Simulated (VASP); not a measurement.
# SbPt (I4mm) in VASP: single point with PBEsol

Aim: the single point of SbPt with PBEsol.

All numbers are computed with VASP 6.6.1; they aren't measurements. Logs are shortened: lines on timing, memory, paths and dates and some standing lists are left out, and cuts for length are marked.

## Step 1: The cell of the first run

Symmetry: I4mm, No. 107, tetragonal system. The conventional cell has a = 3.870 Å, b = 3.870 Å, c = 5.473 Å, α = 90.00°, β = 90.00°, γ = 90.00°. Within 3.3 Å of Pt (site symmetry 4mm) lie 6 Sb at 2.54 to 2.94 Å. Within 3.3 Å of Sb (site symmetry 4mm) lie 6 Pt at 2.54 to 2.94 Å.

## Step 2: Single point, PBEsol (atom 2 (Sb) moved 0.2 Å along z)

The input, INCAR:

```
SYSTEM = SbPt
PREC     = Accurate       ! precision mode
ENCUT    = 520            ! plane-wave cutoff, eV
EDIFF    = 1E-6           ! SCF threshold, eV
ISMEAR   = 0              ! smearing method
SIGMA    = 0.05           ! smearing width, eV
LREAL    = .False.        ! projectors in reciprocal space
LASPH    = .True.         ! aspherical terms in the spheres
NELM     = 60             ! most SCF steps
ALGO     = Normal         ! electronic algorithm
ISIF     = 2              ! what is computed and relaxed
LWAVE    = .False.        ! write WAVECAR
LCHARG   = .True.         ! write CHGCAR
GGA      = PS             ! functional
LELF     = .True.         ! ELF
LVHAR    = .True.       
NBANDS   = 14             ! bands
```

The input, KPOINTS:

```
regular mesh
0
Gamma
  10 10 10
  0 0 0
```

The input, POSCAR:

```
SbPt
1.0
    0.0000000000      2.7362534479      2.7362534479
    2.7362534479      0.0000000000      2.7362534479
    2.7362534479      2.7362534479      0.0000000000
Pt Sb
1 1
Direct
    0.5000000000      0.5000000000      0.5000000000
    0.0365463222      0.0365463222     -0.0365463222
```

Potentials or basis: VASP PAW PBE potentials, release 64 (Pt, Sb).

Command:

```sh
$ cat potpaw_PBE.64/Pt/POTCAR potpaw_PBE.64/Sb/POTCAR > POTCAR
$ mpirun -np 1 vasp_std > vasp.out
```

OUTCAR:

```text
SYSTEM = SbPt
   PREC = Accurate
   ENCUT = 520
   EDIFF = 1E-6
   ISMEAR = 0
   LREAL = .False.
   LASPH = .True.
   NELM = 60
   ISIF = 2
   GGA = PS

 ion  position               nearest neighbor table
   1  0.500  0.500  0.500-   2 2.54   2 2.74   2 2.74   2 2.74   2 2.74   2 2.94
   2  0.037  0.037  0.963-   1 2.54   1 2.74   1 2.74   1 2.74   1 2.74   1 2.94

  LATTYP: Found a face centered cubic cell.
 ALAT       =     5.4725068958

  Lattice vectors:

 A1 = (   0.0000000000,   2.7362534479,   2.7362534479)
 A2 = (   2.7362534479,   0.0000000000,   2.7362534479)
 A3 = (   2.7362534479,   2.7362534479,   0.0000000000)

Analysis of symmetry for initial positions (statically):
=====================================================================
 Subroutine PRICEL returns:
 Original cell was already a primitive cell.

 Routine SETGRP: Setting up the symmetry group for a
 face centered cubic supercell.

 Subroutine GETGRP returns: Found  8 space group operations
 (whereof  8 operations were pure point group operations)
 out of a pool of 48 trial point group operations.

The static configuration has the point symmetry C_4v.

Analysis of symmetry for dynamics (positions and initial velocities):
=====================================================================
 Subroutine PRICEL returns:
 Original cell was already a primitive cell.

 Routine SETGRP: Setting up the symmetry group for a
 face centered cubic supercell.

 Subroutine GETGRP returns: Found  8 space group operations
 (whereof  8 operations were pure point group operations)
 out of a pool of 48 trial point group operations.

The dynamic configuration has the point symmetry C_4v.

 Subroutine INISYM returns: Found  8 space group operations
 (whereof  8 operations are pure point group operations),
 and found     1 'primitive' translations

----------------------------------------------------------------------------------------

                                     Primitive cell

  volume of cell :      40.9731

  direct lattice vectors                    reciprocal lattice vectors
     0.000000000  2.736253448  2.736253448    -0.182731611  0.182731611  0.182731611
     2.736253448  0.000000000  2.736253448     0.182731611 -0.182731611  0.182731611
     2.736253448  2.736253448  0.000000000     0.182731611  0.182731611 -0.182731611

  length of vectors
     3.869646736  3.869646736  3.869646736     0.316500434  0.316500434  0.316500434

  position of ions in fractional coordinates (direct lattice)
     0.500000000  0.500000000  0.500000000
     0.036546322  0.036546322  0.963453678

  ion indices of the primitive-cell ions
   primitive index   ion index
                 1           1
                 2           2

----------------------------------------------------------------------------------------

 KPOINTS: regular mesh

Automatic generation of k-mesh.
 Grid dimensions read from file:
 generate k-points for:   10   10   10

 Generating k-lattice:

  Cartesian coordinates                     Fractional coordinates (reciprocal lattice)
    -0.018273161  0.018273161  0.018273161     0.100000000  0.000000000  0.000000000
     0.018273161 -0.018273161  0.018273161     0.000000000  0.100000000  0.000000000
     0.018273161  0.018273161 -0.018273161     0.000000000  0.000000000  0.100000000

  Length of vectors
     0.031650043  0.031650043  0.031650043

  Shift w.r.t. Gamma in fractional coordinates (k-lattice)
     0.000000000  0.000000000  0.000000000

 Subroutine IBZKPT returns following result:
 ===========================================

 Found    102 irreducible k-points:

 Following reciprocal coordinates:
            Coordinates               Weight
  0.000000  0.000000  0.000000      1.000000
  0.100000  0.000000  0.000000      8.000000
  0.200000  0.000000  0.000000      8.000000
  0.300000  0.000000  0.000000      8.000000
  0.400000  0.000000  0.000000      8.000000
  0.500000  0.000000  0.000000      4.000000
[... 16 lines left out ...]
 -0.100000  0.100000  0.000000      4.000000
  0.000000 -0.100000  0.100000      8.000000
 [... further k-points ...]
   k-points           NKPTS =    102   k-points in BZ     NKDIM =    102   number of bands    NBANDS=     14
   number of dos      NEDOS =    301   number of ions     NIONS =      2
   total plane-waves  NPLWV =  27000
   dimension x,y,z NGX =    30 NGY =   30 NGZ =   30
   dimension x,y,z NGXF=    60 NGYF=   60 NGZF=   60
   ions per type =               1   1
   NGX,Y,Z   is equivalent  to a cutoff of  12.89, 12.89, 12.89 a.u.
   NGXF,Y,Z  is equivalent  to a cutoff of  25.78, 25.78, 25.78 a.u.
 SYSTEM =  SbPt
   PREC   = accura    normal or accurate (medium, high low for compatibility)
   ISTART =      0    job   : 0-new  1-cont  2-samecut
   ICHARG =      2    charge: 1-file 2-atom 10-const
   ISPIN  =      1    spin polarized calculation?
   LNONCOLLINEAR =      F non collinear calculations
   LSORBIT =      F    spin-orbit coupling
   LASPH  =      T    aspherical Exc in radial PAW
   ENCUT  =  520.0 eV  38.22 Ry    6.18 a.u.   7.19  7.19  7.19*2*pi/ulx,y,z
   NELM   =     60;   NELMIN=  2; NELMDL= -5     # of ELM steps
   EDIFF  = 0.1E-05   stopping-criterion for ELM
   LREAL  =      F    real-space projection
   EDIFFG = 0.1E-04   stopping-criterion for IOM
   NSW    =      0    number of steps for IOM
   IBRION =     -1    ionic relax: 0-MD 1-quasi-New 2-CG
   NFREE  =      0    steps in history (QN), initial steepest desc. (CG)
   ISIF   =      2    stress and relaxation
   ISYM   =      2    0-nonsym 1-usesym 2-fastsym
   POTIM  = 0.5000    time-step for ionic-motion
   TEBEG  =    0.0;   TEEND  =   0.0 temperature during run
   PSTRESS=    0.0 pullay stress
   NELECT =      15.0000    total number of electrons
   NUPDOWN=      -1.0000    fix difference up-down
   EMIN   =  10.00;   EMAX   =-10.00  energy-range for DOS
   EFERMI =   0.00;   METHOD = LEGACY
   ISMEAR =     0;   SIGMA  =   0.05  broadening in eV -4-tet -1-fermi 0-gaus
   EFERMI_NEDOS =   21; number of points for ismear=-14 and -15
   IALGO  =     38    algorithm
   IMIX   =      4    mixing-type and parameters
     AMIX     =   0.40;   BMIX     =  1.00
     AMIX_MAG =   1.60;   BMIX_MAG =  1.00
  volume/ion in A,a.u.               =      20.49       138.25
  Fermi-wavevector in a.u.,A,eV,Ry     =   1.171131  2.213117 18.661051  1.371549
  Thomas-Fermi vector in A             =   2.307580
   LORBIT       =      0    0 simple, 1 ext, 2 COOP (PROOUT), +10 PAW based schemes
   GGA     = PS    functional components
   LHFCALC =     F    Hartree Fock is set to
   AEXX    =    0.0000 exact exchange contribution
   IVDW    =     0    specifies the selected vdW correction
   LEPSILON=     F    determine dielectric tensor
   LRPA    =     F    only Hartree local field effects (RPA)
 non-spin polarized calculation
 Gauss-broadening in eV      SIGMA  =   0.05
  energy-cutoff  :      520.00
  volume of cell :       40.97
 maximum number of plane-waves:      1117
 NGX is ok and might be reduce to    30
   NGX = 15   NGY = 15   NGZ = 15

 number of electron      14.9999999 magnetization

 Free energy of the ion-electron system (eV)
  ---------------------------------------------------
  ext. energy  EPLUGINS =         0.00000000
  ---------------------------------------------------
  free energy    TOTEN  =       -11.98448952 eV

  energy without entropy =      -11.98273970  energy(sigma->0) =      -11.98361461

 E-fermi :   9.4894     XC(G=0): -11.5742

 val. band max:        9.4654502207   @ k =   0.0000  -0.1000   0.1000
 cond. band min:       9.4932223225   @ k =   0.5000   0.3000   0.1000
 fundamental gap:      0.0277721018
 Fermi energy:         9.4893632570

 k-point     1 :       0.0000    0.0000    0.0000
  band No.  band energies     occupation
      1      -3.0377      2.00000
      2       5.9037      2.00000
      3       5.9216      2.00000
      4       5.9216      2.00000
      5       6.0708      2.00000
      6       6.1540      2.00000
      7      10.9249      0.00000
      8      10.9249      0.00000
      9      11.0263      0.00000
     10      14.4271      0.00000
     11      17.1890      0.00000
     12      19.7810      0.00000
     13      19.7810      0.00000
     14      20.1610      0.00000

 k-point     2 :       0.1000    0.0000    0.0000
  band No.  band energies     occupation
      1      -2.8820      2.00000
      2       5.6290      2.00000
      3       5.8355      2.00000
      4       5.9176      2.00000
      5       6.1006      2.00000
      6       6.1116      2.00000
      7       9.9728      0.00000
      8      11.2311      0.00000
      9      11.3358      0.00000
     10      15.3483      0.00000
     11      17.0978      0.00000
     12      18.8900      0.00000
     13      19.1916      0.00000
     14      19.5306      0.00000

 k-point     3 :       0.2000    0.0000    0.0000
  band No.  band energies     occupation
      1      -2.4238      2.00000
      2       5.0793      2.00000
      3       5.4429      2.00000
      4       5.5727      2.00000
      5       6.2534      2.00000
      6       6.2703      2.00000
      7       8.5728      2.00000
      8      11.9724      0.00000
      9      12.0251      0.00000
     10      15.6878      0.00000
     11      17.6249      0.00000
     12      18.0092      0.00000
     13      18.1045      0.00000
     14      18.7679      0.00000
[... 324 lines left out ...]
 k-point    23 :      -0.1000    0.1000    0.0000
  band No.  band energies     occupation
      1      -2.6291      2.00000
      2       5.3077      2.00000
      3       5.5495      2.00000
      4       5.8858      2.00000
      5       6.0972      2.00000
      6       6.2350      2.00000
      7       9.2931      2.00000
      8      10.8867      0.00000
      9      12.1134      0.00000
     10      16.3192      0.00000
     11      16.9832      0.00000
     12      17.6468      0.00000
     13      18.4007      0.00000
     14      19.9624      0.00000

 k-point    24 :       0.0000   -0.1000    0.1000
  band No.  band energies     occupation
      1      -2.6268      2.00000
      2       5.3015      2.00000
      3       5.6416      2.00000
      4       5.6999      2.00000
      5       6.1309      2.00000
      6       6.2557      2.00000
      7       9.4655      1.50119
      8      10.7115      0.00000
      9      12.1525      0.00000
     10      16.2824      0.00000
     11      16.9647      0.00000
     12      17.6982      0.00000
     13      18.5709      0.00000
     14      19.5604      0.00000

 [... further k-points ...]
[... 5 lines left out ...]
  --------------------------------------------------------------------------------------
  -------------------------------------------------------------------------------------
  Total       -0.0182357     -0.0182357      1.7426344      0.0000000     -0.0000000      0.0000000
  in kB       -0.7130748     -0.7130748     68.1424759      0.0000000     -0.0000000      0.0000000
  external PRESSURE =      22.2387754 kB  Pullay stress =       0.0000000 kB

 VOLUME and BASIS-vectors are now :
 -----------------------------------------------------------------------------
  energy-cutoff  :      520.00
  volume of cell :       40.97
      direct lattice vectors                 reciprocal lattice vectors
     0.000000000  2.736253448  2.736253448    -0.182731611  0.182731611  0.182731611
     2.736253448  0.000000000  2.736253448     0.182731611 -0.182731611  0.182731611
     2.736253448  2.736253448  0.000000000     0.182731611  0.182731611 -0.182731611

 POSITION                                       TOTAL-FORCE (eV/Angst)
 -----------------------------------------------------------------------------------
      2.73625      2.73625      2.73625         0.000000      0.000000      1.060716
      2.73625      2.73625      0.20000         0.000000      0.000000     -1.060716
 -----------------------------------------------------------------------------------
    total drift:                                0.000000      0.000000      0.000358

  FREE ENERGIE OF THE ION-ELECTRON SYSTEM (eV)
  ---------------------------------------------------
  free  energy   TOTEN  =       -11.9844895190 eV

  energy  without entropy=      -11.9827397011  energy(sigma->0) =      -11.98361461
```

Wall time 76 s (1 thread of Intel Xeon Platinum 8259CL at 2.50GHz (Skylake/Cascade Lake), shared host); peak memory 0.21 GiB.

Results:

```
Free energy   : -11.9845 eV
Pressure      : 2.2 GPa
Largest force : 1.061 eV/Å
```

Forces on the atoms (eV/Å):
```
Pt   0.000  0.000  1.061
Sb   0.000  0.000 -1.061
```

Caveat: the cell differs from its parent crystal (atom 2 (Sb) moved 0.2 Å along z); the PAW data sets were made with another functional, which shifts forces and pressure a little; spin-orbit coupling is left out, which moves the levels of the heavy elements.
